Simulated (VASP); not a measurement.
Wanted: the native input for a VASP 6.6.1 run.

| Quantity | Value |
| --- | --- |
| Task | single point |
| Functional | PBE |
| Potentials or basis | VASP PAW PBE potentials, release 64 (Sm_3, Ta_pv, Cl), 4f in core |
| Cutoff | 500 eV |
| k mesh | 6 × 6 × 6 |
| Occupations | gaussian, width 0.1 eV |
| Spin | no spin polarisation |
| Dipole correction | no |
| Mended | yes |
| Further INCAR settings | ALGO = Normal; EDIFF = 1e-06; NBANDS = 38 |

The structure of SmTa3Cl2 lies in POSCAR:

```
SmTa3Cl2
1.0
    4.8188237322      0.0000000000      0.0000000000
   -2.4094118661      4.1732237684      0.0000000000
    0.0000000000      0.0000000000      6.3413000877
Sm Ta Cl
1 3 2
Direct
    0.6666666667      0.3333333333      0.9606642504
    0.0000000000      0.0000000000      0.5699110656
    0.3333333333      0.6666666667      0.4593771441
    0.6666666667      0.3333333333      0.4841563801
    0.0000000000      0.0000000000      0.9512693451
    0.3333333333      0.6666666667      0.0746218147
```

One way to write it, as run:

INCAR

```
ALGO     = Normal         # electronic algorithm
EDIFF    = 1E-6           # SCF threshold, eV
ENCUT    = 500            # plane-wave cutoff, eV
GGA      = PE             # functional
GGA_COMPAT= False        
ISIF     = 2              # what is computed and relaxed
ISMEAR   = 0              # smearing method
LASPH    = True           # aspherical terms in the spheres
LCHARG   = True           # write CHGCAR
LELF     = True           # ELF
LMAXMIX  = 6              # l up to which the mixer works
LREAL    = False          # projectors in reciprocal space
LVHAR    = True         
LWAVE    = False          # write WAVECAR
NBANDS   = 38             # bands
NELM     = 200            # most SCF steps
PREC     = Accurate       # precision mode
SIGMA    = 0.1            # smearing width, eV
```

KPOINTS

```
k-points
0
Gamma
  6 6 6
```

Potentials or basis: VASP PAW PBE potentials, release 64 (Sm_3, Ta_pv, Cl), 4f in core.

Launch:

```bash
$ cat potpaw_PBE.64/Sm_3/POTCAR potpaw_PBE.64/Ta_pv/POTCAR potpaw_PBE.64/Cl/POTCAR > POTCAR
$ mpirun -np 1 vasp_std > vasp.out
```

It gave:

```yaml
Pressure: 4.3 GPa
Largest_force: 0.021 eV/Å
Band_gap_on_the_k_mesh: zero (bands 29 and 30 overlap by 0.93 eV)
```

Caveat: the cell stands under pressure; spin-orbit coupling is left out, which moves the levels of the heavy elements; the 4f electrons are frozen in the core, so they carry no moment and show no levels; the run has no spin polarisation, though such a crystal can be magnetic.

Wall time 81 s on 1 thread of Intel(R) Xeon(R) 6975P-C (Granite Rapids) (shared host), peak memory 0.32 GiB.
